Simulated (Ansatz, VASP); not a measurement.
**Te2Au: VASP beside Ansatz**

```
Te Au
1.0
     4.12482    0.00000    0.00000
    -2.06241    3.57220    0.00000
     0.00000    0.00000    5.05404
Te Au
2 1
Direct
  0.66667 0.33333 0.28878
  0.33333 0.66667 0.71122
  0.00000 0.00000 0.00000
```

Alike in both runs: functional LDA; k mesh 12 × 12 × 8; occupations gaussian, width 0.1 eV; no spin polarisation.

Ansatz relaxed the structure, and its values are those at the end. VASP's run is a single point on that final structure, the one shown.

|  | VASP | Ansatz |
| --- | --- | --- |
| version | VASP 6.6.1 | Ansatz 0.2.0 |
| potentials or method | VASP PAW LDA potentials, release 64 (Te, Au), cutoff 520 eV | scalar-relativistic, plane waves, PAW |
| valence electrons in the cell | 23 | 51 |

```tsv
	VASP	Ansatz	Ansatz less VASP
gap on the k mesh at the Fermi level (eV)	none	none	-
pressure (GPa)	0.1	0.0	-0.15
rms of the force components (eV/Å)	0.009	0.000	-0.0088
```

LDA's correlation is that of Perdew and Zunger in VASP and of Perdew and Wang (1992) in Ansatz. A gap of «none» marks a metal or a gap that the smearing closes. VASP's potentials hold 23 valence electrons a cell and Ansatz's 51, so a difference there can come from the potentials and not from the codes.

Neither program's run includes spin-orbit coupling.
